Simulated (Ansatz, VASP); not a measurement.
# Two plane-wave programs on AgO

```
CELL_PARAMETERS angstrom
0.00000 2.56747 2.47467
2.56747 0.00000 2.47467
2.56747 2.56747 0.00000
ATOMIC_POSITIONS crystal
Ag 0.00000 0.00000 0.00000
O 0.75000 0.75000 0.75000
```

Change from the starting cell: strain +0.0375 x Voigt [1, 1, 0, 0, 0, 0], atoms carried along.

Alike in both runs: task single point; functional PBEsol; k mesh 20 × 20 × 20; occupations gaussian, width 0.15 eV; no spin polarisation.

|  | VASP | Ansatz |
| --- | --- | --- |
| version | VASP 6.6.1 | Ansatz 0.2.0 |
| potentials or method | VASP PAW PBE potentials, release 64 (Ag, O), cutoff 520 eV | scalar-relativistic, plane waves, PAW |
| valence electrons in the cell | 17 | 25 |

```csv
,VASP,Ansatz,Ansatz less VASP
gap on the k mesh at the Fermi level (eV),none,none,-
pressure (GPa),-6.8,-6.6,+0.15
"traceless stress, the component that is largest in VASP (GPa)",0.10,0.10,0.000
```

VASP's potentials were made for PBE, not for PBEsol. A gap of «none» marks a metal or a gap that the smearing closes. The functional is the same, so the differences come from potentials, cutoffs and numerics. VASP's potentials hold 17 valence electrons a cell and Ansatz's 25, so a difference there can come from the potentials and not from the codes.
